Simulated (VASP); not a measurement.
# LiBe (P1) in VASP: further runs

LiBe is run at these levels: LDA; tasks: single point.

Program: VASP 6.6.1. These are calculated values, not measurements. Logs are shortened: lines on timing, memory, paths and dates and some standing lists are left out, and cuts for length are marked.

## (1) The cell of the first run

The typed cell holds 2 atoms: a = 2.811 Å, b = 2.811 Å, c = 2.811 Å, α = 90.00°, β = 90.00°, γ = 90.00°.

## (2) Single point, LDA

Input file INCAR:

```
PREC = Accurate
ENCUT = 750
EDIFF = 1E-6
ISMEAR = 0
SIGMA = 0.1
LREAL = False
LASPH = True
NELM = 120
ALGO = Normal
ISIF = 2
LWAVE = False
LCHARG = False
GGA = CA
NBANDS = 10
GGA_COMPAT = False
```

Input file KPOINTS:

```
Automatic mesh
0
Gamma
  8 8 8
```

Input file POSCAR:

```
LiBe
1.0
    2.8111530000      0.0000000000      0.0000000000
    0.0000000000      2.8111530000      0.0000000000
    0.0000000000      0.0000000000      2.8111530000
Be Li
1 1
Direct
    0.4836680000      0.5098710000      0.5270150000
   -0.0008890000      0.0016800000     -0.0249960000
```

Potentials or basis: VASP PAW LDA potentials, release 64 (Be, Li_sv).

Command:

```
> cat potpaw_LDA.64/Be/POTCAR potpaw_LDA.64/Li_sv/POTCAR > POTCAR
> mpirun -np 1 vasp_std > vasp.out
```

OUTCAR:

```text
PREC = Accurate
   ENCUT = 750
   EDIFF = 1E-6
   ISMEAR = 0
   LREAL = False
   LASPH = True
   NELM = 120
   ISIF = 2
   GGA = CA

 ion  position               nearest neighbor table
   1  0.484  0.510  0.527-   2 2.31   2 2.34   2 2.37   2 2.39   2 2.48
   2  0.999  0.002  0.975-   1 2.31   1 2.34   1 2.37   1 2.39   1 2.48

  LATTYP: Found a simple cubic cell.
 ALAT       =     2.8111530000

  Lattice vectors:

 A1 = (   2.8111530000,   0.0000000000,   0.0000000000)
 A2 = (   0.0000000000,   2.8111530000,   0.0000000000)
 A3 = (   0.0000000000,   0.0000000000,   2.8111530000)

Analysis of symmetry for initial positions (statically):
=====================================================================
 Subroutine PRICEL returns:
 Original cell was already a primitive cell.

 Routine SETGRP: Setting up the symmetry group for a
 simple cubic supercell.

 Subroutine GETGRP returns: Found  1 space group operations
 (whereof  1 operations were pure point group operations)
 out of a pool of 48 trial point group operations.

The static configuration has the point symmetry C_1 .

Analysis of symmetry for dynamics (positions and initial velocities):
=====================================================================
 Subroutine PRICEL returns:
 Original cell was already a primitive cell.

 Routine SETGRP: Setting up the symmetry group for a
 simple cubic supercell.

 Subroutine GETGRP returns: Found  1 space group operations
 (whereof  1 operations were pure point group operations)
 out of a pool of 48 trial point group operations.

The dynamic configuration has the point symmetry C_1 .

 Subroutine INISYM returns: Found  1 space group operations
 (whereof  1 operations are pure point group operations),
 and found     1 'primitive' translations

----------------------------------------------------------------------------------------

                                     Primitive cell

  volume of cell :      22.2154

  direct lattice vectors                    reciprocal lattice vectors
     2.811153000  0.000000000  0.000000000     0.355725925  0.000000000  0.000000000
     0.000000000  2.811153000  0.000000000     0.000000000  0.355725925  0.000000000
     0.000000000  0.000000000  2.811153000     0.000000000  0.000000000  0.355725925

  length of vectors
     2.811153000  2.811153000  2.811153000     0.355725925  0.355725925  0.355725925

  position of ions in fractional coordinates (direct lattice)
     0.483668000  0.509871000  0.527015000
[... 80 lines left out ...]
   EDIFFG = 0.1E-04   stopping-criterion for IOM
   NSW    =      0    number of steps for IOM
   IBRION =     -1    ionic relax: 0-MD 1-quasi-New 2-CG
   NFREE  =      0    steps in history (QN), initial steepest desc. (CG)
   ISIF   =      2    stress and relaxation
   ISYM   =      2    0-nonsym 1-usesym 2-fastsym
   POTIM  = 0.5000    time-step for ionic-motion
   TEBEG  =    0.0;   TEEND  =   0.0 temperature during run
   PSTRESS=    0.0 pullay stress
   NELECT =       5.0000    total number of electrons
   NUPDOWN=      -1.0000    fix difference up-down
   EMIN   =  10.00;   EMAX   =-10.00  energy-range for DOS
   EFERMI =   0.00;   METHOD = LEGACY
   ISMEAR =     0;   SIGMA  =   0.10  broadening in eV -4-tet -1-fermi 0-gaus
   EFERMI_NEDOS =   21; number of points for ismear=-14 and -15
   IALGO  =     38    algorithm
   IMIX   =      4    mixing-type and parameters
     AMIX     =   0.40;   BMIX     =  1.00
     AMIX_MAG =   1.60;   BMIX_MAG =  1.00
  volume/ion in A,a.u.               =      11.11        74.96
  Fermi-wavevector in a.u.,A,eV,Ry     =   0.995819  1.881825 13.492288  0.991655
  Thomas-Fermi vector in A             =   2.127865
   LORBIT       =      0    0 simple, 1 ext, 2 COOP (PROOUT), +10 PAW based schemes
   GGA     = CA    functional components
   LHFCALC =     F    Hartree Fock is set to
   AEXX    =    0.0000 exact exchange contribution
   IVDW    =     0    specifies the selected vdW correction
   LEPSILON=     F    determine dielectric tensor
   LRPA    =     F    only Hartree local field effects (RPA)
 non-spin polarized calculation
 Gauss-broadening in eV      SIGMA  =   0.10
  energy-cutoff  :      750.00
  volume of cell :       22.22
 maximum number of plane-waves:      1064
 NGX is ok and might be reduce to    28
   NGX = 13   NGY = 13   NGZ = 13

 number of electron       5.0000001 magnetization

 Free energy of the ion-electron system (eV)
  ---------------------------------------------------
  ext. energy  EPLUGINS =         0.00000000
  ---------------------------------------------------
  free energy    TOTEN  =        -5.48083776 eV

  energy without entropy =       -5.47337560  energy(sigma->0) =       -5.47710668

 E-fermi :   2.5963     XC(G=0):  -9.2438

 val. band max:        2.5884969301   @ k =   0.2500   0.1250   0.3750
 cond. band min:       2.7805244132   @ k =   0.5000   0.5000   0.2500
 fundamental gap:      0.1920274831
 Fermi energy:         2.5963014006

 k-point     1 :       0.0000    0.0000    0.0000
  band No.  band energies     occupation
      1     -40.9673      2.00000
      2      -3.5807      2.00000
      3       8.8472      0.00000
      4       8.8538      0.00000
      5       8.9459      0.00000
      6      13.4962      0.00000
      7      13.6015      0.00000
      8      20.4311      0.00000
      9      22.2457      0.00000
     10      22.2667      0.00000
[... 287 lines left out ...]
 k-point    24 :      -0.2500    0.0000    0.1250
  band No.  band energies     occupation
      1     -40.9534      2.00000
      2      -2.5979      2.00000
      3       4.3264      0.00000
      4       8.3927      0.00000
      5      10.0710      0.00000
      6      16.0040      0.00000
      7      17.4839      0.00000
      8      19.0174      0.00000
      9      19.2527      0.00000
     10      21.5648      0.00000

 [... further k-points ...]
[... 5 lines left out ...]
  --------------------------------------------------------------------------------------
  -------------------------------------------------------------------------------------
  Total       -0.2603276     -0.2480092     -0.4242157     -0.0067867      0.0203341     -0.0380406
  in kB      -18.7748842    -17.8864793    -30.5945376     -0.4894604      1.4665006     -2.7434964
  external PRESSURE =     -22.4186337 kB  Pullay stress =       0.0000000 kB

 VOLUME and BASIS-vectors are now :
 -----------------------------------------------------------------------------
  energy-cutoff  :      750.00
  volume of cell :       22.22
      direct lattice vectors                 reciprocal lattice vectors
     2.811153000  0.000000000  0.000000000     0.355725925  0.000000000  0.000000000
     0.000000000  2.811153000  0.000000000     0.000000000  0.355725925  0.000000000
     0.000000000  0.000000000  2.811153000     0.000000000  0.000000000  0.355725925

 POSITION                                       TOTAL-FORCE (eV/Angst)
 -----------------------------------------------------------------------------------
      1.35966      1.43333      1.48152         0.194722     -0.103603     -0.627047
      2.80865      0.00472      2.74089        -0.194722      0.103603      0.627047
 -----------------------------------------------------------------------------------
    total drift:                                0.000039     -0.000058     -0.000035

  FREE ENERGIE OF THE ION-ELECTRON SYSTEM (eV)
  ---------------------------------------------------
  free  energy   TOTEN  =        -5.4808377647 eV

  energy  without entropy=       -5.4733756015  energy(sigma->0) =       -5.47710668
```

stdout:

```text
POSCAR found type information on POSCAR BeLi
 POSCAR found :  2 types and       2 ions
 scaLAPACK will be used
 LDA part: xc-table for (Slater(with rela. corr.)+CA(PZ))
 , standard interpolation
 POSCAR, INCAR and KPOINTS ok, starting setup
 FFT: planning ... GRIDC
 FFT: planning ... GRID_SOFT
 FFT: planning ... GRID
 WAVECAR not read
 entering main loop
```

It took 25 s on 1 thread of Intel Xeon 6975P-C (Granite Rapids), shared host; peak memory 0.2 GiB.

Results:

* Free energy: -5.4808 eV
* Pressure: -2.2 GPa
* Largest force: 0.665 eV/Å
* Band gap on the k mesh: zero (an odd number of electrons rules out a gap without spin polarisation)

Forces in eV/Å, atoms in the order of the input:
```
Be   0.195 -0.104 -0.627
Li  -0.195  0.104  0.627
```

Stress tensor (GPa, compression positive):
```
-1.88 -0.05 -0.27
-0.05 -1.79  0.15
-0.27  0.15 -3.06
```

Levels at points of the mesh, in eV from the Fermi level:
```tsv
k point	band 1	band 2	band 3	band 4	band 5	band 6	band 7	band 8
(0.00, 0.00, 0.00)	-43.56	-6.18	6.25	6.26	6.35	10.90	11.01	17.83
(0.50, 0.00, 0.00)	-43.54	-3.56	-2.01	9.00	9.02	12.92	12.98	15.13
(0.00, 0.50, 0.00)	-43.54	-3.56	-2.01	9.00	9.03	12.90	12.99	15.13
(0.00, 0.00, 0.50)	-43.54	-3.54	-2.01	8.95	8.95	13.08	13.10	15.07
(0.50, 0.50, 0.00)	-43.52	-0.91	-0.91	1.61	6.35	10.73	16.02	16.03
(0.00, 0.50, 0.50)	-43.52	-0.89	-0.87	1.59	6.26	10.70	16.02	16.08
(0.50, 0.00, 0.50)	-43.52	-0.89	-0.86	1.59	6.25	10.70	16.00	16.11
(0.50, 0.50, 0.50)	-43.50	2.47	2.49	2.60	5.18	5.28	5.31	7.06
```

## (3) Single point, LDA

Input file INCAR:

```
PREC     = Accurate       # precision mode
ENCUT    = 750            # plane-wave cutoff, eV
EDIFF    = 1E-6           # SCF threshold, eV
ISMEAR   = 0              # smearing method
SIGMA    = 0.1            # smearing width, eV
LREAL    = False          # projectors in reciprocal space
LASPH    = True           # aspherical terms in the spheres
NELM     = 120            # most SCF steps
ALGO     = Normal         # electronic algorithm
ISIF     = 2              # what is computed and relaxed
LWAVE    = False          # write WAVECAR
LCHARG   = False          # write CHGCAR
GGA      = CA             # functional
NBANDS   = 10             # bands
GGA_COMPAT= False
```

Input file KPOINTS:

```
Automatic mesh
0
Gamma
  11 11 11
```

POSCAR is that of step 2.

Potentials or basis: VASP PAW LDA potentials, release 64 (Be, Li_sv).

Command:

```
> cat potpaw_LDA.64/Be/POTCAR potpaw_LDA.64/Li_sv/POTCAR > POTCAR
> mpirun -np 1 vasp_std > vasp.out
```

Wall time 66 s (1 thread of Intel Xeon 6975P-C (Granite Rapids), shared host); peak memory 0.32 GiB.

It converged, with:

```yaml
Free_energy: -5.4892 eV
Pressure: -2.2 GPa
Largest_force: 0.660 eV/Å
Band_gap_on_the_k_mesh: zero (an odd number of electrons rules out a gap without spin polarisation)
```

Forces on the atoms (eV/Å):
```
Be   0.193 -0.103 -0.623
Li  -0.193  0.103  0.623
```

Stress tensor (GPa, compression positive):
```
-1.96 -0.06 -0.33
-0.06 -1.89  0.18
-0.33  0.18 -2.85
```

Levels at points of the mesh, in eV from the Fermi level:
```tsv
k point	band 1	band 2	band 3	band 4	band 5	band 6
(0.00, 0.00, 0.00)	-43.67	-6.28	6.15	6.16	6.25	10.80
```

## (4) Single point, LDA

Input file INCAR:

```
SYSTEM = LiBe
ALGO = Normal
EDIFF = 1E-6
ENCUT = 750
GGA_COMPAT = .False.
ISIF = 2
ISMEAR = 0
LASPH = .True.
LCHARG = .False.
LREAL = .False.
LWAVE = .False.
NBANDS = 10
NELM = 120
PREC = Accurate
SIGMA = 0.1
```

Input file KPOINTS:

```
k-points
0
Gamma
  13 13 13
  0 0 0
```

POSCAR is that of step 3.

Command:

```
> cat potpaw_LDA.64/Be/POTCAR potpaw_LDA.64/Li_sv/POTCAR > POTCAR
> mpirun -np 1 vasp_std > vasp.out
```

It took 1.7 min on 1 thread of Intel Xeon 6975P-C (Granite Rapids), shared host; peak memory 0.46 GiB.

The run converged. Its results:

- Free energy: -5.5008 eV
- Pressure: -2.5 GPa
- Largest force: 0.661 eV/Å
- Band gap on the k mesh: zero (an odd number of electrons rules out a gap without spin polarisation)

Forces on the atoms (eV/Å):
```
Be   0.193 -0.103 -0.624
Li  -0.193  0.103  0.624
```

Stress tensor (GPa, compression positive):
```
-2.23 -0.06 -0.33
-0.06 -2.17  0.18
-0.33  0.18 -3.02
```

Levels at points of the mesh, in eV from the Fermi level:
```
           k point  band 1  band 2  band 3  band 4  band 5  band 6  band 7
(0.00, 0.00, 0.00)  -43.75   -6.35    6.08    6.08    6.18   10.73   10.83
```

## (5) Single point, LDA

Changes to INCAR since step 4:

```diff
@@ -8,4 +8,6 @@
 LASPH = .True.
-LCHARG = .False.
+LCHARG = .True.
+LELF = .True.
 LREAL = .False.
+LVHAR = .True.
 LWAVE = .False.
```

Input file KPOINTS:

```
k-points
0
Gamma
  15 15 15
  0 0 0
```

POSCAR is that of step 4.

Command:

```
> cat potpaw_LDA.64/Be/POTCAR potpaw_LDA.64/Li_sv/POTCAR > POTCAR
> mpirun -np 1 vasp_std > vasp.out
```

Run time: 2.8 min. Hardware: 1 thread of Intel Xeon 6975P-C (Granite Rapids), shared host; peak memory 0.64 GiB.

The run converged. Its results:

| Quantity | Value |
| --- | --- |
| Free energy | -5.4865 eV |
| Pressure | -2.3 GPa |
| Largest force | 0.656 eV/Å |
| Band gap on the k mesh | zero (an odd number of electrons rules out a gap without spin polarisation) |

Forces in eV/Å, atoms in the order of the input:
```
Be   0.192 -0.102 -0.619
Li  -0.192  0.102  0.619
```

Stress tensor (GPa, compression positive):
```
-1.98 -0.06 -0.33
-0.06 -1.91  0.18
-0.33  0.18 -2.95
```

Levels at points of the mesh, in eV from the Fermi level:
```tsv
k point	band 1	band 2	band 3	band 4	band 5	band 6
(0.00, 0.00, 0.00)	-43.80	-6.40	6.03	6.04	6.13	10.68
```

## (6) The runs side by side

```tsv
k mesh	gap on the mesh (eV)	pressure (GPa)	largest force (eV/Å)
8 × 8 × 8	none	-2.2	0.66
11 × 11 × 11	none	-2.2	0.66
13 × 13 × 13	none	-2.5	0.66
15 × 15 × 15	none	-2.3	0.66
```

Alike in all rows: task single point; level LDA; potentials or basis VASP PAW LDA potentials, release 64 (Be, Li_sv); no spin polarisation; cell as given; cutoff (eV) 750; smearing gaussian 0.1 eV.

Total energies depend on the potentials used, so only differences within one code and one set of settings carry meaning.
